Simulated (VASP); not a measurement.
# NbP in VASP: further runs, part 2 of 2

VASP 6.6.1. Earlier steps stand in the parts before.

### Step 3. Single point, PBE

This run uses another cell than the first one, of 16.02 Å³/atom, 1.017 times its volume.

File INCAR:

```
SYSTEM = NbP
ALGO = Normal
EDIFF = 1E-7
ENCUT = 520
GGA = PE
ISIF = 2
ISMEAR = -1
ISYM = 0
LASPH = .True.
LCHARG = .False.
LREAL = .False.
LWAVE = .False.
NBANDS = 26
NELM = 60
PREC = Accurate
SIGMA = 0.1
```

File KPOINTS:

```
Automatic mesh
0
Gamma
  6 6 6
  0.5 0.5 0.5
```

File POSCAR:

```
NbP
1.0
    0.0004177119      3.5207078145      0.0000001546
    3.5207078145      0.0004177119      0.0000001546
    1.7605629902      1.7605629902     -5.1692343415
Nb P
2 2
Direct
    0.0000000000      0.0000000000      0.0000000000
    0.7500000000      0.2500000000      0.5000000000
    0.5000000000      0.5000000000      0.0000000000
    0.2500000000      0.7500000000      0.5000000000
```

Potentials or basis: VASP PAW PBE potentials, release 64 (Nb_sv, P).

On the command line:

```sh
$ cat potpaw_PBE.64/Nb_sv/POTCAR potpaw_PBE.64/P/POTCAR > POTCAR
$ mpirun -np 1 vasp_std > vasp.out
```

OUTCAR:

```text
SYSTEM = NbP
   EDIFF = 1E-7
   ENCUT = 520
   GGA = PE
   ISIF = 2
   ISMEAR = -1
   ISYM = 0
   LASPH = .True.
   LREAL = .False.
   NELM = 60
   PREC = Accurate

 ion  position               nearest neighbor table
   1  0.000  0.000  0.000-   3 2.49   3 2.49   3 2.49   3 2.49
   2  0.750  0.250  0.500-   4 2.49   4 2.49   4 2.49   4 2.49
   3  0.500  0.500  0.000-   1 2.49   1 2.49   1 2.49   1 2.49
   4  0.250  0.750  0.500-   2 2.49   2 2.49   2 2.49   2 2.49

IMPORTANT INFORMATION: All symmetrisations will be switched off!
NOSYMM: (Re-)initialisation of all symmetry stuff for point group C_1.

----------------------------------------------------------------------------------------

                                     Primitive cell

  volume of cell :      64.0746

  direct lattice vectors                    reciprocal lattice vectors
     0.000417712  3.520707815  0.000000155    -0.000033703  0.284033794  0.096726133
     3.520707815  0.000417712  0.000000155     0.284033794 -0.000033703  0.096726133
     1.760562990  1.760562990 -5.169234342     0.000000008  0.000000008 -0.193452241

  length of vectors
     3.520707839  3.520707839  5.737608192     0.300051899  0.300051899  0.193452241

  position of ions in fractional coordinates (direct lattice)
     0.000000000  0.000000000  0.000000000
     0.750000000  0.250000000  0.500000000
     0.500000000  0.500000000  0.000000000
     0.250000000  0.750000000  0.500000000

  ion indices of the primitive-cell ions
   primitive index   ion index
                 1           1
                 2           2
                 3           3
                 4           4

----------------------------------------------------------------------------------------

 KPOINTS: Automatic mesh

Automatic generation of k-mesh.
 Grid dimensions read from file:
[... 75 lines left out ...]
   PSTRESS=    0.0 pullay stress
   NELECT =      36.0000    total number of electrons
   NUPDOWN=      -1.0000    fix difference up-down
   EMIN   =  10.00;   EMAX   =-10.00  energy-range for DOS
   EFERMI =   0.00;   METHOD = LEGACY
   ISMEAR =    -1;   SIGMA  =   0.10  broadening in eV -4-tet -1-fermi 0-gaus
   EFERMI_NEDOS =   21; number of points for ismear=-14 and -15
   IALGO  =     38    algorithm
   IMIX   =      4    mixing-type and parameters
     AMIX     =   0.40;   BMIX     =  1.00
     AMIX_MAG =   1.60;   BMIX_MAG =  1.00
  volume/ion in A,a.u.               =      16.02       108.10
  Fermi-wavevector in a.u.,A,eV,Ry     =   1.350870  2.552774 24.828593  1.824850
  Thomas-Fermi vector in A             =   2.478339
   LORBIT       =      0    0 simple, 1 ext, 2 COOP (PROOUT), +10 PAW based schemes
   GGA     = PE    functional components
   LHFCALC =     F    Hartree Fock is set to
   AEXX    =    0.0000 exact exchange contribution
   IVDW    =     0    specifies the selected vdW correction
   LEPSILON=     F    determine dielectric tensor
   LRPA    =     F    only Hartree local field effects (RPA)
 non-spin polarized calculation
  energy-cutoff  :      520.00
  volume of cell :       64.07
 maximum number of plane-waves:      1741
 NGX is ok and might be reduce to    28
   NGX = 13   NGY = 13   NGZ = 21

 number of electron      36.0000000 magnetization

 Free energy of the ion-electron system (eV)
  ---------------------------------------------------
  ext. energy  EPLUGINS =         0.00000000
  ---------------------------------------------------
  free energy    TOTEN  =       -32.94083674 eV

  energy without entropy =      -32.82794152  energy(sigma->0) =      -32.88438913

 E-fermi :  10.9650     XC(G=0): -12.0538

 val. band max:       10.9610780664   @ k =   0.0833  -0.4167   0.4167
 cond. band min:      10.9772046864   @ k =  -0.4167   0.0833   0.0833
 fundamental gap:      0.0161266199
 Fermi energy:        10.9649867534

 k-point     1 :       0.0833    0.0833    0.0833
  band No.  band energies     occupation
      1     -44.0070      2.00000
      2     -43.9357      2.00000
      3     -20.1760      2.00000
      4     -20.1711      2.00000
      5     -20.1694      2.00000
      6     -20.1194      2.00000
[... 685 lines left out ...]
     25      15.3590      0.00000
     26      16.1946      0.00000

 [... further k-points ...]
[... 5 lines left out ...]
  --------------------------------------------------------------------------------------
  -------------------------------------------------------------------------------------
  Total       -0.1436296     -0.1436279     -0.0894207      0.0008519      0.0000143      0.0000139
  in kB       -3.5914374     -3.5913957     -2.2359529      0.0213021      0.0003572      0.0003473
  external PRESSURE =      -3.1395953 kB  Pullay stress =       0.0000000 kB

 VOLUME and BASIS-vectors are now :
 -----------------------------------------------------------------------------
  energy-cutoff  :      520.00
  volume of cell :       64.07
      direct lattice vectors                 reciprocal lattice vectors
     0.000417712  3.520707815  0.000000155    -0.000033703  0.284033794  0.096726133
     3.520707815  0.000417712  0.000000155     0.284033794 -0.000033703  0.096726133
     1.760562990  1.760562990 -5.169234342     0.000000008  0.000000008 -0.193452241

 POSITION                                       TOTAL-FORCE (eV/Angst)
 -----------------------------------------------------------------------------------
      0.00000      0.00000      0.00000         0.000004     -0.000002      0.000003
      1.76077      3.52092     -2.58462        -0.000005      0.000002     -0.000001
      1.76056      1.76056      0.00000         0.000000     -0.000001     -0.000001
      3.52092      1.76077     -2.58462         0.000000      0.000000     -0.000000
 -----------------------------------------------------------------------------------
    total drift:                               -0.000001      0.000001      0.000005

  FREE ENERGIE OF THE ION-ELECTRON SYSTEM (eV)
  ---------------------------------------------------
  free  energy   TOTEN  =       -32.9408367383 eV

  energy  without entropy=      -32.8279415238  energy(sigma->0) =      -32.88438913
```

Wall time 82 s (1 thread of Intel Xeon 6975P-C (Granite Rapids), shared host); peak memory 0.29 GiB.

Results:

```yaml
Free_energy: -32.9408 eV
Pressure: -0.3 GPa
Band_gap_on_the_k_mesh: zero (band 18 reaches 11.15 eV, above the bottom of band 19 at 10.76 eV)
```

Stress tensor (GPa, compression positive):
```
-0.36  0.00  0.00
 0.00 -0.36  0.00
 0.00  0.00 -0.22
```

Levels at points of the mesh, in eV from the Fermi level:
| k point | band 15 | band 16 | band 17 | band 18 | band 19 | band 20 | band 21 | band 22 |
| --- | --- | --- | --- | --- | --- | --- | --- | --- |
| (0.08, 0.08, 0.08) | -2.39 | -1.14 | -0.87 | -0.55 | -0.16 | 0.73 | 1.18 | 1.20 |
